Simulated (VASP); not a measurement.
# CuAu (P4/mmm) in VASP: electric field gradients with PBE

Aim: the electric field gradients of CuAu with PBE.

Program: VASP 6.6.1. These are calculated values, not measurements. Logs are shortened: lines on timing, memory, paths and dates and some standing lists are left out, and cuts for length are marked.

**1. The cell of the first run**

It takes space group P4/mmm (No. 123, tetragonal). Conventional cell: a = 2.800 Å, b = 2.800 Å, c = 3.670 Å, α = 90.00°, β = 90.00°, γ = 90.00°. Within 3.7 Å of Cu (site symmetry 4/mmm) lie 8 Au at 2.70 Å and 6 Cu at 2.80 to 3.67 Å. Within 3.7 Å of Au (site symmetry 4/mmm) lie 8 Cu at 2.70 Å and 6 Au at 2.80 to 3.67 Å.

**2. Electric field gradients, PBE, non-collinear spin, zero start, spin-orbit coupling**

INCAR

```
ALGO = Normal ; EDIFF = 1E-8
ENCUT = 520 ; GGA = PE
GGA_COMPAT = F ; ISIF = 2
ISMEAR = -1 ; LASPH = T
LCHARG = F ; LEFG = T
LMAXMIX = 4 ; LNONCOLLINEAR = T
LORBIT = 11 ; LORBMOM = T
LREAL = F ; LSORBIT = T
LWAVE = F ; MAGMOM = 0 0 0 0 0 0
NBANDS = 34 ; NELM = 150
PREC = Accurate ; SIGMA = 0.05
```

KPOINTS

```
k-points
0
Gamma
  12 12 9
```

POSCAR

```
CuAu
1.0
    2.8000000000      0.0000000000      0.0000000000
    0.0000000000      2.8000000000      0.0000000000
    0.0000000000      0.0000000000      3.6700000000
Cu Au
1 1
Direct
    0.5000000000      0.5000000000      0.5000000000
    0.0000000000      0.0000000000      0.0000000000
```

Potentials or basis: VASP PAW PBE potentials, release 64 (Cu, Au).

The run is started by

```sh
> cat potpaw_PBE.64/Cu/POTCAR potpaw_PBE.64/Au/POTCAR > POTCAR
> mpirun -np 1 vasp_ncl > vasp.out
```

OUTCAR:

```text
EDIFF = 1E-8
   ENCUT = 520
   GGA = PE
   ISIF = 2
   ISMEAR = -1
   LASPH = T
   LNONCOLLINEAR = T
   LORBIT = 11
   LREAL = F
   LSORBIT = T
   NELM = 150
   PREC = Accurate

 ion  position               nearest neighbor table
   1  0.500  0.500  0.500-   2 2.70   2 2.70   2 2.70   2 2.70   2 2.70   2 2.70   2 2.70   2 2.70

   2  0.000  0.000  0.000-   1 2.70   1 2.70   1 2.70   1 2.70   1 2.70   1 2.70   1 2.70   1 2.70

  LATTYP: Found a simple tetragonal cell.
 ALAT       =     2.8000000000
 C/A-ratio  =     1.3107142857

  Lattice vectors:

 A1 = (   2.8000000000,   0.0000000000,   0.0000000000)
 A2 = (   0.0000000000,   2.8000000000,   0.0000000000)
 A3 = (   0.0000000000,   0.0000000000,   3.6700000000)

Analysis of symmetry for initial positions (statically):
=====================================================================
 Subroutine PRICEL returns:
 Original cell was already a primitive cell.

 Routine SETGRP: Setting up the symmetry group for a
 simple tetragonal supercell.

 Subroutine GETGRP returns: Found 16 space group operations
 (whereof 16 operations were pure point group operations)
 out of a pool of 16 trial point group operations.

The static configuration has the point symmetry D_4h.

Analysis of symmetry for dynamics (positions and initial velocities):
=====================================================================
 Subroutine PRICEL returns:
 Original cell was already a primitive cell.

 Routine SETGRP: Setting up the symmetry group for a
 simple tetragonal supercell.

 Subroutine GETGRP returns: Found 16 space group operations
 (whereof 16 operations were pure point group operations)
 out of a pool of 16 trial point group operations.

The dynamic configuration has the point symmetry D_4h.

Analysis of structural, dynamic, and magnetic symmetry:
=====================================================================
 Subroutine PRICEL returns:
 Original cell was already a primitive cell.

 Routine SETGRP: Setting up the symmetry group for a
 simple tetragonal supercell.

 Subroutine GETGRP returns: Found 16 space group operations
 (whereof 16 operations were pure point group operations)
 out of a pool of 16 trial point group operations.

The overall configuration has the point symmetry D_4h.

 Subroutine INISYM returns: Found 16 space group operations
 (whereof 16 operations are pure point group operations),
 and found     1 'primitive' translations

----------------------------------------------------------------------------------------

                                     Primitive cell

  volume of cell :      28.7728

  direct lattice vectors                    reciprocal lattice vectors
     2.800000000  0.000000000  0.000000000     0.357142857  0.000000000  0.000000000
     0.000000000  2.800000000  0.000000000     0.000000000  0.357142857  0.000000000
     0.000000000  0.000000000  3.670000000     0.000000000  0.000000000  0.272479564

  length of vectors
     2.800000000  2.800000000  3.670000000     0.357142857  0.357142857  0.272479564

  position of ions in fractional coordinates (direct lattice)
     0.500000000  0.500000000  0.500000000
     0.000000000  0.000000000  0.000000000

  ion indices of the primitive-cell ions
   primitive index   ion index
                 1           1
                 2           2

----------------------------------------------------------------------------------------

 KPOINTS: k-points

Automatic generation of k-mesh.
 Grid dimensions read from file:
 generate k-points for:   12   12    9

 Generating k-lattice:
[... 1018 lines left out ...]
  Total        1.1379412      1.1379412      0.9709902      0.0000000     -0.0000000     -0.0000000
  in kB       63.3648317     63.3648317     54.0683746      0.0000000     -0.0000000     -0.0000000
  external PRESSURE =      60.2660126 kB  Pullay stress =       0.0000000 kB

 VOLUME and BASIS-vectors are now :
 -----------------------------------------------------------------------------
  energy-cutoff  :      520.00
  volume of cell :       28.77
      direct lattice vectors                 reciprocal lattice vectors
     2.800000000  0.000000000  0.000000000     0.357142857  0.000000000  0.000000000
     0.000000000  2.800000000  0.000000000     0.000000000  0.357142857  0.000000000
     0.000000000  0.000000000  3.670000000     0.000000000  0.000000000  0.272479564

 POSITION                                       TOTAL-FORCE (eV/Angst)
 -----------------------------------------------------------------------------------
      1.40000      1.40000      1.83500         0.000000      0.000000      0.000000
      0.00000      0.00000      0.00000         0.000000      0.000000      0.000000
 -----------------------------------------------------------------------------------
    total drift:                                0.000000     -0.000000     -0.000000

  FREE ENERGIE OF THE ION-ELECTRON SYSTEM (eV)
  ---------------------------------------------------
  free  energy   TOTEN  =        -7.3474204747 eV

  energy  without entropy=       -7.3401990819  energy(sigma->0) =       -7.34380978

 Electric field gradients (V/A^2)
---------------------------------------------------------------------
 ion       V_xx      V_yy      V_zz      V_xy      V_xz      V_yz
---------------------------------------------------------------------
   1       5.678     5.678   -11.355    -0.000     0.000     0.000
   2     -44.788   -44.788    89.577     0.000     0.000     0.000
---------------------------------------------------------------------

 Electric field gradients after diagonalization (V/A^2)
 (convention: |V_zz| > |V_xx| > |V_yy|)
----------------------------------------------------------------------
 ion       V_xx      V_yy      V_zz     asymmetry (V_yy - V_xx)/ V_zz
----------------------------------------------------------------------
   1       5.678     5.678   -11.355       0.000
   2     -44.788   -44.788    89.577       0.000
----------------------------------------------------------------------

           NMR quadrupolar parameters

 Cq : quadrupolar parameter    Cq=e*Q*V_zz/h
 eta: asymmetry parameters     (V_yy - V_xx)/ V_zz
 Q  : nuclear electric quadrupole moment in mb (millibarn)
----------------------------------------------------------------------
 ion       Cq(MHz)       eta       Q (mb)
----------------------------------------------------------------------
   1      -0.027       0.000       1.000
   2       0.217       0.000       1.000
----------------------------------------------------------------------

 orbital moment (x)

 # of ion     p       d       tot
 ----------------------------------------
  1        -0.000  -0.000  -0.000
  2         0.000  -0.000   0.000
 ----------------------------------------
            0.000  -0.000   0.000

 orbital moment (y)

 # of ion     p       d       tot
 ----------------------------------------
  1        -0.000  -0.000  -0.000
  2        -0.000   0.000   0.000
 ----------------------------------------
           -0.000   0.000   0.000

 orbital moment (z)

 # of ion     p       d       tot
 ----------------------------------------
  1         0.000   0.000   0.000
  2        -0.000   0.000  -0.000
 ----------------------------------------
           -0.000   0.000   0.000

 Spin-Orbit-Coupling matrix elements

 Ion:    1  E_soc:     -0.0155670
 l=   1
     0.0000000    -0.0003401    -0.0003714
    -0.0003401     0.0000000    -0.0003401
    -0.0003714    -0.0003401     0.0000000
 l=   2
     0.0000000    -0.0005698     0.0000000    -0.0005698    -0.0014143
    -0.0005698     0.0000000    -0.0012961    -0.0006126    -0.0004867
     0.0000000    -0.0012961     0.0000000    -0.0012961     0.0000000
    -0.0005698    -0.0006126    -0.0012961     0.0000000    -0.0004867
    -0.0014143    -0.0004867     0.0000000    -0.0004867     0.0000000
 l=   3
     0.0000000     0.0000000     0.0000000     0.0000000     0.0000000     0.0000000     0.0000000
     0.0000000     0.0000000     0.0000000     0.0000000     0.0000000     0.0000000     0.0000000
     0.0000000     0.0000000     0.0000000     0.0000000     0.0000000     0.0000000     0.0000000
     0.0000000     0.0000000     0.0000000     0.0000000     0.0000000     0.0000000     0.0000000
     0.0000000     0.0000000     0.0000000     0.0000000     0.0000000     0.0000000     0.0000000
     0.0000000     0.0000000     0.0000000     0.0000000     0.0000000     0.0000000     0.0000000
     0.0000000     0.0000000     0.0000000     0.0000000     0.0000000     0.0000000     0.0000000

 Ion:    2  E_soc:     -0.6131152
 l=   1
     0.0000000    -0.0325974    -0.0331597
    -0.0325974     0.0000000    -0.0325974
    -0.0331597    -0.0325974     0.0000000
 l=   2
     0.0000000    -0.0126489     0.0000000    -0.0126489    -0.0577698
    -0.0126489     0.0000000    -0.0409481    -0.0135452    -0.0148470
     0.0000000    -0.0409481     0.0000000    -0.0409481     0.0000000
    -0.0126489    -0.0135452    -0.0409481     0.0000000    -0.0148470
    -0.0577698    -0.0148470     0.0000000    -0.0148470     0.0000000
 l=   3
     0.0000000     0.0000000     0.0000000     0.0000000     0.0000000     0.0000000     0.0000000
     0.0000000     0.0000000     0.0000000     0.0000000     0.0000000     0.0000000     0.0000000
     0.0000000     0.0000000     0.0000000     0.0000000     0.0000000     0.0000000     0.0000000
     0.0000000     0.0000000     0.0000000     0.0000000     0.0000000     0.0000000     0.0000000
     0.0000000     0.0000000     0.0000000     0.0000000     0.0000000     0.0000000     0.0000000
     0.0000000     0.0000000     0.0000000     0.0000000     0.0000000     0.0000000     0.0000000
     0.0000000     0.0000000     0.0000000     0.0000000     0.0000000     0.0000000     0.0000000

 total charge

# of ion       s       p       d       tot
------------------------------------------
    1        0.382   0.325   9.222   9.929
    2        0.615   0.448   8.684   9.747
--------------------------------------------------
tot          0.997   0.773  17.906  19.676

 magnetization (x)

# of ion       s       p       d       tot
------------------------------------------
    1        0.000   0.000   0.000   0.000
    2       -0.000   0.000  -0.000  -0.000
--------------------------------------------------
tot         -0.000   0.000  -0.000  -0.000

 magnetization (y)

# of ion       s       p       d       tot
------------------------------------------
    1        0.000   0.000  -0.000  -0.000
    2        0.000   0.000   0.000   0.000
--------------------------------------------------
tot          0.000   0.000   0.000   0.000

 magnetization (z)

# of ion       s       p       d       tot
------------------------------------------
    1        0.000   0.000   0.000   0.000
    2        0.000   0.000   0.000   0.000
--------------------------------------------------
tot          0.000   0.000   0.000   0.000
```

It took 5 min on 1 thread of Intel Xeon Platinum 8259CL at 2.50GHz (Skylake/Cascade Lake), shared host; peak memory 0.36 GiB.

Results:

```yaml
Free_energy: -7.3474 eV
Pressure: 6.0 GPa
Net_moment: 0.00 μB per cell
Largest_electric_field_gradient_by_atom: Cu -11.4; Au +89.6 V/Å²
Valence_electrons_inside_the_program's_atomic_spheres: Cu 9.93; Au 9.75
```

Moments on the atoms (μB; x, y, z):
```
Cu  0.00 0.00 0.00
Au  0.00 0.00 0.00
```

Electric field gradients, principal values (V/Å²):
| atom | least | middle | greatest (by size) |
| --- | --- | --- | --- |
| 1 Cu | 5.678 | 5.678 | -11.355 |
| 2 Au | -44.788 | -44.788 | 89.577 |

Caveat: the cell stands under pressure; without QUAD_EFG the Cq values of the log hold for a quadrupole moment of 1 mb, not for the nuclei.
